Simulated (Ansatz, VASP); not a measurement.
Ir: VASP beside Ansatz

File INCAR:

```
PREC     = Accurate       # precision mode
ENCUT    = 500            # plane-wave cutoff, eV
EDIFF    = 1E-6           # SCF threshold, eV
ISMEAR   = -1             # smearing method
SIGMA    = 0.05           # smearing width, eV
LREAL    = F              # projectors in reciprocal space
LASPH    = T              # aspherical terms in the spheres
NELM     = 120            # most SCF steps
ALGO     = Normal         # electronic algorithm
ISIF     = 2              # what is computed and relaxed
LWAVE    = F              # write WAVECAR
LCHARG   = T              # write CHGCAR
GGA      = PS             # functional
LELF     = T              # ELF
LVHAR    = T            
NBANDS   = 10             # bands
GGA_COMPAT= F
```

File KPOINTS:

```
regular mesh
0
Gamma
  12 12 12
```

The input POSCAR:

```
Ir
1.0
    0.0000000000      1.8967266333      1.9539120000
    1.8967266333      0.0000000000      1.9539120000
    1.8967266333      1.8967266333      0.0000000000
Ir
1
Direct
    0.0000000000      0.0000000000      0.0000000000
```

Contents of input.yaml:

```yaml
crystal:
  lattice:
    - [0.0, 1.8967266333, 1.953912]
    - [1.8967266333, 0.0, 1.953912]
    - [1.8967266333, 1.8967266333, 0.0]
  atoms:
    - { symbol: Ir, position: [0.0, 0.0, 0.0] }
kpoints:
  mp_grid: { grid: [12, 12, 12] }
scf:
  occupations: { method: fermi_dirac, width: 0.05 }
hamiltonian:
  xc: pbesol
  pseudopotentials: { kind: all_electron, lapw: { basis_error: 0.001 } }
output:
  forces: true
  stress: true
  eigenvalues: true
```

Change from the starting cell: strain_z_fixed_volume = 0.02.

Alike in both runs: task single point; functional PBEsol; k mesh 12 × 12 × 12; occupations fermi-dirac, width 0.05 eV; no spin polarisation.

```csv
,VASP,Ansatz
version,VASP 6.6.1,Ansatz 0.2.0
potentials or method,"VASP PAW PBE potentials, release 64 (Ir), cutoff 500 eV","all-electron LAPW, scalar-relativistic"
```

```tsv
	VASP	Ansatz	Ansatz less VASP
gap on the k mesh at the Fermi level (eV)	none	none	-
pressure (GPa)	0.5	-0.5	-1.00
traceless stress, the component that is largest in VASP (GPa)	-8.23	-8.24	-0.013
```

VASP's potentials were made for PBE, not for PBEsol. A gap of «none» marks a metal or a gap that the smearing closes. Ansatz ran all-electron here, and VASP with PAW potentials.

Spin-orbit coupling is off throughout.
